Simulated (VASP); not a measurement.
# SrTiO3 (Pm-3m) in VASP: a series of runs

SrTiO3 is run at these levels: r2SCAN+U; tasks: relaxation of cell and atoms.

Everything below comes from runs of VASP 6.6.1. Logs are shortened: lines on timing, memory, paths and dates and some standing lists are left out, and cuts for length are marked.

## (1) The cell of the first run

It takes space group Pm-3m (No. 221, cubic). Conventional cell: a = 3.827 Å, b = 3.827 Å, c = 3.827 Å, α = 90.00°, β = 90.00°, γ = 90.00°. Sr (site symmetry m-3m) has 12 O at 2.71 Å and 8 Ti at 3.31 Å within 3.6 Å. Within 2.5 Å of Ti (site symmetry m-3m) lie 6 O at 1.91 Å. O (site symmetry 4/mmm) has 2 Ti at 1.91 Å within 2.5 Å.

## (2) Relaxation of cell and atoms, r2SCAN+U, target pressure 15 GPa, at which the enthalpy is minimised

POSCAR

```
SrTiO3
1.0
    3.8268918523      0.0000000000      0.0000000000
    0.0000000000      3.8268918523      0.0000000000
    0.0000000000      0.0000000000      3.8268918523
Sr Ti O
1 1 3
Direct
    0.0000000000      0.0000000000      0.0000000000
    0.5000000000      0.5000000000      0.5000000000
    0.5000000000      0.0000000000      0.5000000000
    0.5000000000      0.5000000000      0.0000000000
    0.0000000000      0.5000000000      0.5000000000
```

INCAR.step1

```
  PREC = Accurate
  ENCUT = 600
  ISMEAR = 0
  SIGMA = 0.02
  LREAL = False
  LASPH = True
  NELM = 150
  LMAXMIX = 4
  LDAU = True
  LDAUTYPE = 2
  LDAUL = -1 2 -1
  LDAUU = 0 4 0
  LDAUJ = 0 0 0
  GGA = PE
  ALGO = Normal
  EDIFF = 1E-4
  LWAVE = True
  LCHARG = False
```

INCAR.step2

```
  PREC = Accurate
  ENCUT = 600
  EDIFF = 1E-6
  ISMEAR = 0
  SIGMA = 0.02
  LREAL = False
  LASPH = True
  NELM = 150
  ALGO = Normal
  ISIF = 3
  LWAVE = False
  LCHARG = False
  LMAXMIX = 4
  LDAU = True
  LDAUTYPE = 2
  LDAUL = -1 2 -1
  LDAUU = 0 4 0
  LDAUJ = 0 0 0
  LDAUPRINT = 1
  METAGGA = R2SCAN
  LMIXTAU = True
  IBRION = 2
  NSW = 70
  EDIFFG = -0.008
  PSTRESS = 150.0
  ISTART = 1
```

KPOINTS

```
regular mesh
0
Gamma
  6 6 6
```

Potentials or basis: VASP PAW PBE potentials, release 64 (Sr_sv, Ti_sv, O).

Command:

```console
> cat potpaw_PBE.64/Sr_sv/POTCAR potpaw_PBE.64/Ti_sv/POTCAR potpaw_PBE.64/O/POTCAR > POTCAR
> cp INCAR.step1 INCAR
> mpirun -np 1 vasp_std > vasp.out
> cp INCAR.step2 INCAR
> mpirun -np 1 vasp_std > vasp.out
```

OUTCAR:

```text
PREC = Accurate
   ENCUT = 600
   EDIFF = 1E-6
   ISMEAR = 0
   LREAL = False
   LASPH = True
   NELM = 150
   ISIF = 3
   METAGGA = R2SCAN
   IBRION = 2
   NSW = 70
   EDIFFG = -0.008
   PSTRESS = 150.0
   ISTART = 1

 ion  position               nearest neighbor table
   1  0.000  0.000  0.000-   3 2.71   4 2.71   5 2.71   3 2.71   5 2.71   4 2.71   5 2.71   5 2.71
                             3 2.71   4 2.71   3 2.71   4 2.71   2 3.31   2 3.31   2 3.31   2 3.31
   2  0.500  0.500  0.500-   3 1.91   4 1.91   5 1.91   4 1.91   3 1.91   5 1.91   1 3.31   1 3.31
                             1 3.31   1 3.31   1 3.31   1 3.31   1 3.31   1 3.31
   3  0.500  0.000  0.500-   2 1.91   2 1.91   1 2.71   1 2.71   1 2.71   1 2.71
   4  0.500  0.500  0.000-   2 1.91   2 1.91   1 2.71   1 2.71   1 2.71   1 2.71
   5  0.000  0.500  0.500-   2 1.91   2 1.91   1 2.71   1 2.71   1 2.71   1 2.71

  LATTYP: Found a simple cubic cell.
 ALAT       =     3.8268918523

  Lattice vectors:

 A1 = (   3.8268918523,   0.0000000000,   0.0000000000)
 A2 = (   0.0000000000,   3.8268918523,   0.0000000000)
 A3 = (   0.0000000000,   0.0000000000,   3.8268918523)

Analysis of symmetry for initial positions (statically):
=====================================================================
 Subroutine PRICEL returns:
 Original cell was already a primitive cell.

 Routine SETGRP: Setting up the symmetry group for a
 simple cubic supercell.

 Subroutine GETGRP returns: Found 48 space group operations
 (whereof 48 operations were pure point group operations)
 out of a pool of 48 trial point group operations.

The static configuration has the point symmetry O_h .

Analysis of symmetry for dynamics (positions and initial velocities):
=====================================================================
 Subroutine PRICEL returns:
 Original cell was already a primitive cell.

 Routine SETGRP: Setting up the symmetry group for a
 simple cubic supercell.

 Subroutine GETGRP returns: Found 48 space group operations
 (whereof 48 operations were pure point group operations)
 out of a pool of 48 trial point group operations.

The dynamic configuration has the point symmetry O_h .

[... 135 lines left out ...]
 non-spin polarized calculation
 Gauss-broadening in eV      SIGMA  =   0.02
  energy-cutoff  :      600.00
  volume of cell :       56.05
 maximum number of plane-waves:      1890
 NGX is ok and might be reduce to    32
   NGX = 15   NGY = 15   NGZ = 15

--------------------------------------- Ionic step        1  -------------------------------------------

 number of electron      40.0000013 magnetization

 Free energy of the ion-electron system (eV)
  ---------------------------------------------------
  ext. energy  EPLUGINS =         0.00000000
  ---------------------------------------------------
  free energy    TOTEN  =       -60.42842684 eV

  energy without entropy =      -60.42842684  energy(sigma->0) =      -60.42842684

------------------------ aborting loop because EDIFF is reached ----------------------------------------

  FORCE on cell =-STRESS in cart. coord.  units (eV):
  Direction    XX          YY          ZZ          XY          YZ          ZX
  --------------------------------------------------------------------------------------
  -------------------------------------------------------------------------------------
  Total        6.6821835      6.6821835      6.6821835     -0.0000000     -0.0000000      0.0000000
  in kB      191.0250895    191.0250895    191.0250895     -0.0000000     -0.0000000      0.0000000
  external PRESSURE =      41.0250895 kB  Pullay stress =     150.0000000 kB
[... 65 lines left out ...]
  energy  without entropy=      -60.6347514310  energy(sigma->0) =      -60.63475143

  enthalpy is  TOTEN    =       -55.1666594686 eV   P V=        5.4680919624

atom =   2  type =  2  l = 2

 onsite density matrix

spin component  1

  0.0979 -0.0000 -0.0000  0.0000  0.0000
 -0.0000  0.0979  0.0000 -0.0000 -0.0000
 -0.0000  0.0000  0.2625 -0.0000  0.0000
  0.0000 -0.0000 -0.0000  0.0979  0.0000
  0.0000 -0.0000  0.0000  0.0000  0.2625

spin component  2

  0.0979 -0.0000 -0.0000  0.0000  0.0000
 -0.0000  0.0979  0.0000 -0.0000 -0.0000
 -0.0000  0.0000  0.2625 -0.0000  0.0000
  0.0000 -0.0000 -0.0000  0.0979  0.0000
  0.0000 -0.0000  0.0000  0.0000  0.2625

 occupancies and eigenvectors

  o =  0.0979  v =  0.0000  0.7174 -0.0000 -0.6966 -0.0000  0.0000  0.0000  0.0000  0.0000  0.0000      0.0000  0.0000  0.0000  0.0000  0.0000  0.0000  0.0000  0.0000  0.0000  0.0000
  o =  0.0979  v =  0.0000  0.0000  0.0000  0.0000  0.0000  0.0000  0.7174 -0.0000 -0.6966 -0.0000      0.0000  0.0000  0.0000  0.0000  0.0000  0.0000  0.0000  0.0000  0.0000  0.0000
  o =  0.0979  v =  0.0000  0.6966  0.0000  0.7174  0.0000  0.0000  0.0000  0.0000  0.0000  0.0000      0.0000  0.0000  0.0000  0.0000  0.0000  0.0000  0.0000  0.0000  0.0000  0.0000
  o =  0.0979  v =  0.0000  0.0000  0.0000  0.0000  0.0000  0.0000  0.6966  0.0000  0.7174  0.0000      0.0000  0.0000  0.0000  0.0000  0.0000  0.0000  0.0000  0.0000  0.0000  0.0000
  o =  0.0979  v =  0.0000  0.0000  0.0000  0.0000  0.0000  1.0000  0.0000  0.0000  0.0000  0.0000      0.0000  0.0000  0.0000  0.0000  0.0000  0.0000  0.0000  0.0000  0.0000  0.0000
  o =  0.0979  v =  1.0000  0.0000  0.0000  0.0000  0.0000  0.0000  0.0000  0.0000  0.0000  0.0000      0.0000  0.0000  0.0000  0.0000  0.0000  0.0000  0.0000  0.0000  0.0000  0.0000
  o =  0.2625  v =  0.0000  0.0000  0.0000  0.0000  0.0000  0.0000 -0.0000 -0.0372  0.0000  0.9993      0.0000  0.0000  0.0000  0.0000  0.0000  0.0000  0.0000  0.0000  0.0000  0.0000
  o =  0.2625  v =  0.0000 -0.0000 -0.0372  0.0000  0.9993  0.0000  0.0000  0.0000  0.0000  0.0000      0.0000  0.0000  0.0000  0.0000  0.0000  0.0000  0.0000  0.0000  0.0000  0.0000
  o =  0.2625  v =  0.0000  0.0000  0.9993 -0.0000  0.0372  0.0000  0.0000  0.0000  0.0000  0.0000      0.0000  0.0000  0.0000  0.0000  0.0000  0.0000  0.0000  0.0000  0.0000  0.0000
  o =  0.2625  v =  0.0000  0.0000  0.0000  0.0000  0.0000  0.0000  0.0000  0.9993 -0.0000  0.0372      0.0000  0.0000  0.0000  0.0000  0.0000  0.0000  0.0000  0.0000  0.0000  0.0000

--------------------------------------- Ionic step        3  -------------------------------------------

 number of electron      40.0000002 magnetization

 Free energy of the ion-electron system (eV)
  ---------------------------------------------------
  ext. energy  EPLUGINS =         0.00000000
  ---------------------------------------------------
  free energy    TOTEN  =       -60.52774184 eV

  energy without entropy =      -60.52774184  energy(sigma->0) =      -60.52774184

 E-fermi :   4.4331     XC(G=0): -12.1928

 val. band max:        4.3441009305   @ k =   0.5000   0.5000   0.5000
 cond. band min:       7.3211972244   @ k =   0.0000   0.0000   0.0000
 fundamental gap:      2.9770962939
 Fermi energy:         4.4330532112

 k-point     1 :       0.0000    0.0000    0.0000
  band No.  band energies     occupation
      1     -55.0801      2.00000
      2     -30.2612      2.00000
      3     -30.2612      2.00000
      4     -30.2612      2.00000
      5     -29.3881      2.00000
      6     -14.2966      2.00000
[... 565 lines left out ...]
  energy  without entropy=      -60.5277418395  energy(sigma->0) =      -60.52774184

  enthalpy is  TOTEN    =       -55.1931679654 eV   P V=        5.3345738741

 reached required accuracy - stopping structural energy minimisation
```

OUTCAR.step1:

```text
PREC = Accurate
   ENCUT = 600
   ISMEAR = 0
   LREAL = False
   LASPH = True
[... 771 lines left out ...]
      1.91345      1.91345      1.91345         0.000000      0.000000      0.000000
      1.91345      0.00000      1.91345         0.000000      0.000000      0.000000
      1.91345      1.91345      0.00000         0.000000      0.000000      0.000000
      0.00000      1.91345      1.91345         0.000000      0.000000      0.000000
 -----------------------------------------------------------------------------------
    total drift:                                0.000000     -0.000000     -0.000000

  FREE ENERGIE OF THE ION-ELECTRON SYSTEM (eV)
  ---------------------------------------------------
  free  energy   TOTEN  =       -36.9976661225 eV

  energy  without entropy=      -36.9976661225  energy(sigma->0) =      -36.99766612
```

Run time: 1.9 min. Hardware: 1 thread of Intel Xeon 6975P-C (Granite Rapids), shared host; peak memory 0.21 GiB.

Results:

* Free energy: -60.5277 eV
* Relaxed volume: 11.40 Å³/atom
* Relaxed cell: a = 3.848 Å, b = 3.848 Å, c = 3.848 Å, α = 90.00°, β = 90.00°, γ = 90.00°
* Space group after relaxing (to 0.1 Å): Pm-3m (No. 221)
* Energy change on relaxing (the run minimises the enthalpy): -19.9 meV/atom
* Ionic steps: 3
* Pressure after relaxing: 15.0 GPa
* Band gap on the k mesh: 2.98 eV (least direct gap 3.39 eV)

Step by step:
| step | energy change (eV) | largest force (eV/Å) | pressure (GPa) | volume (Å³) |
| --- | --- | --- | --- | --- |
| 1 | 0.0000 | 0.0000 | 19.10 | 56.05 |
| 2 | -0.2063 | 0.0000 | 9.19 | 58.41 |
| 3 | -0.0993 | 0.0000 | 14.99 | 56.98 |

Final structure:
```
Sr Ti O
1.0
     3.84804    0.00000    0.00000
     0.00000    3.84804    0.00000
     0.00000    0.00000    3.84804
Sr Ti O
1 1 3
Direct
  0.00000 0.00000 0.00000
  0.50000 0.50000 0.50000
  0.50000 0.00000 0.50000
  0.50000 0.50000 0.00000
  0.00000 0.50000 0.50000
```

Levels at points of the mesh, in eV from the valence-band top:
| k point | band 16 | band 17 | band 18 | band 19 | band 20 | band 21 | band 22 | band 23 | band 24 |
| --- | --- | --- | --- | --- | --- | --- | --- | --- | --- |
| (0.00, 0.00, 0.00) | -1.31 | -1.31 | -0.42 | -0.42 | -0.42 | 2.98 | 2.98 | 2.98 | 4.98 |
| (0.50, 0.00, 0.00) | -2.37 | -2.37 | -2.17 | -0.84 | -0.84 | 3.20 | 5.00 | 5.00 | 5.01 |
| (0.50, 0.50, 0.00) | -2.94 | -1.91 | -1.67 | -1.67 | -0.10 | 5.02 | 5.02 | 5.53 | 6.07 |
| (0.50, 0.50, 0.50) | -3.82 | -3.82 | 0.00 | 0.00 | 0.00 | 5.78 | 5.78 | 5.78 | 7.77 |

Eigenvalues of the final occupation matrices:
```
    site  spin  trace               eigenvalues
site 2 d     1   0.82  0.10 0.10 0.10 0.26 0.26
site 2 d     2   0.82  0.10 0.10 0.10 0.26 0.26
```

Caveat: the cell is relaxed towards a set pressure, so the run minimises the enthalpy, not the energy; the PAW data sets were made with another functional, which shifts forces and pressure a little.

## (3) Relaxation of cell and atoms, r2SCAN+U, target pressure 8 GPa, at which the enthalpy is minimised

This run uses another cell than the first one, of 11.56 Å³/atom.

Edit POSCAR of step 2 so:

```diff
@@ -2,5 +2,5 @@
 1.0
-    3.8268918523      0.0000000000      0.0000000000
-    0.0000000000      3.8268918523      0.0000000000
-    0.0000000000      0.0000000000      3.8268918523
+    3.8659189548      0.0000000000      0.0000000000
+    0.0000000000      3.8659189548      0.0000000000
+    0.0000000000      0.0000000000      3.8659189548
 Sr Ti O
```

INCAR.step1

```
SYSTEM = SrTiO3
ALGO = Normal
EDIFF = 1E-4
ENCUT = 600
GGA = PE
ISMEAR = 0
LASPH = .True.
LCHARG = .False.
LDAU = .True.
LDAUJ = 0 0 0
LDAUL = -1 2 -1
LDAUTYPE = 2
LDAUU = 0 4 0
LMAXMIX = 4
LREAL = .False.
LWAVE = .True.
NELM = 150
PREC = Accurate
SIGMA = 0.02
```

INCAR.step2

```
SYSTEM = SrTiO3
ALGO = Normal
EDIFF = 1E-7
EDIFFG = -0.008
ENCUT = 600
IBRION = 2
ISIF = 3
ISMEAR = 0
ISTART = 1
LASPH = .True.
LCHARG = .False.
LDAU = .True.
LDAUJ = 0 0 0
LDAUL = -1 2 -1
LDAUPRINT = 1
LDAUTYPE = 2
LDAUU = 0 4 0
LMAXMIX = 4
LMIXTAU = .True.
LREAL = .False.
LWAVE = .False.
METAGGA = R2SCAN
NELM = 150
NSW = 70
PREC = Accurate
PSTRESS = 80.0
SIGMA = 0.02
```

KPOINTS

```
k-points
0
Gamma
  6 6 6
  0 0 0
```

Potentials or basis: VASP PAW PBE potentials, release 64 (Sr_sv, Ti_sv, O).

Command:

```console
> cat potpaw_PBE.64/Sr_sv/POTCAR potpaw_PBE.64/Ti_sv/POTCAR potpaw_PBE.64/O/POTCAR > POTCAR
> cp INCAR.step1 INCAR
> mpirun -np 1 vasp_std > vasp.out
> cp INCAR.step2 INCAR
> mpirun -np 1 vasp_std > vasp.out
```

Run time: 2.2 min. Hardware: 1 thread of Intel Xeon 6975P-C (Granite Rapids), shared host; peak memory 0.22 GiB.

It converged, with:

- Free energy: -60.6559 eV
- Relaxed volume: 11.74 Å³/atom
- Relaxed cell: a = 3.887 Å, b = 3.887 Å, c = 3.887 Å, α = 90.00°, β = 90.00°, γ = 90.00°
- Space group after relaxing (to 0.1 Å): Pm-3m (No. 221)
- Energy change on relaxing (the run minimises the enthalpy): -11.5 meV/atom
- Ionic steps: 3
- Pressure after relaxing: 8.0 GPa
- Band gap on the k mesh: 2.90 eV (least direct gap 3.33 eV)

Step by step:
```tsv
step	energy change (eV)	largest force (eV/Å)	pressure (GPa)	volume (Å³)
1	0.0000	0.0000	11.63	57.78
2	-0.1029	0.0000	3.53	59.99
3	-0.0576	0.0000	8.00	58.72
```

Final structure:
```cif
data_structure
_symmetry_space_group_name_H-M 'P 1'
_symmetry_Int_Tables_number 1
_cell_length_a 3.8869
_cell_length_b 3.8869
_cell_length_c 3.8869
_cell_angle_alpha 90.000
_cell_angle_beta 90.000
_cell_angle_gamma 90.000
_cell_volume 58.72
loop_
_atom_site_label
_atom_site_type_symbol
_atom_site_fract_x
_atom_site_fract_y
_atom_site_fract_z
_atom_site_occupancy
Sr1 Sr 0.00000 0.00000 0.00000 1
Ti1 Ti 0.50000 0.50000 0.50000 1
O1 O 0.50000 0.00000 0.50000 1
O2 O 0.50000 0.50000 0.00000 1
O3 O 0.00000 0.50000 0.50000 1
```

Levels at points of the mesh, in eV from the valence-band top:
```tsv
k point	band 18	band 19	band 20	band 21	band 22	band 23
(0.00, 0.00, 0.00)	-0.43	-0.43	-0.43	2.90	2.90	2.90
(0.50, 0.00, 0.00)	-2.07	-0.84	-0.84	3.11	4.78	4.81
(0.50, 0.50, 0.00)	-1.64	-1.64	-0.10	4.83	4.83	5.33
(0.50, 0.50, 0.50)	0.00	0.00	0.00	5.56	5.56	5.56
```

Eigenvalues of the final occupation matrices:
```
    site  spin  trace               eigenvalues
site 2 d     1   0.80  0.10 0.10 0.10 0.25 0.25
site 2 d     2   0.80  0.10 0.10 0.10 0.25 0.25
```

Caveat: the cell is relaxed towards a set pressure, so the run minimises the enthalpy, not the energy; the PAW data sets were made with another functional, which shifts forces and pressure a little. A k mesh can miss the band edges.
